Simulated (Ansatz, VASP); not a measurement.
ZrB2W3 in VASP and in Ansatz

```
Zr B W
1.0
     5.41077    0.00000    0.00000
    -2.70538    4.68586    0.00000
     0.00000    0.00000    3.37833
Zr B W
1 2 3
Direct
  0.00000 0.00000 0.00000
  0.33333 0.66667 0.00000
  0.66667 0.33333 0.00000
  0.00000 0.50000 0.50000
  0.50000 0.50000 0.50000
  0.50000 0.00000 0.50000
```

Change from the starting cell: species swapped into the NdAl3Pd2 type (P6/mmm, No. 191).

Alike in both runs: functional PBE; k mesh 12 × 12 × 10; occupations gaussian, width 0.1 eV; no spin polarisation.

Ansatz relaxed the structure, and its values are those at the end. VASP's run is a single point on that final structure, the one shown.

|  | VASP | Ansatz |
| --- | --- | --- |
| version | VASP 6.6.1 | Ansatz 0.2.0 |
| potentials or method | VASP PAW PBE potentials, release 64 (Zr_sv, B, W_sv), cutoff 520 eV | scalar-relativistic, plane waves, PAW |
| valence electrons in the cell | 60 | 60 |

|  | VASP | Ansatz | Ansatz less VASP |
| --- | --- | --- | --- |
| gap on the k mesh at the Fermi level (eV) | none | none | - |
| pressure (GPa) | 0.3 | 0.0 | -0.31 |

A gap of «none» marks a metal or a gap that the smearing closes.

Spin-orbit coupling is off throughout.
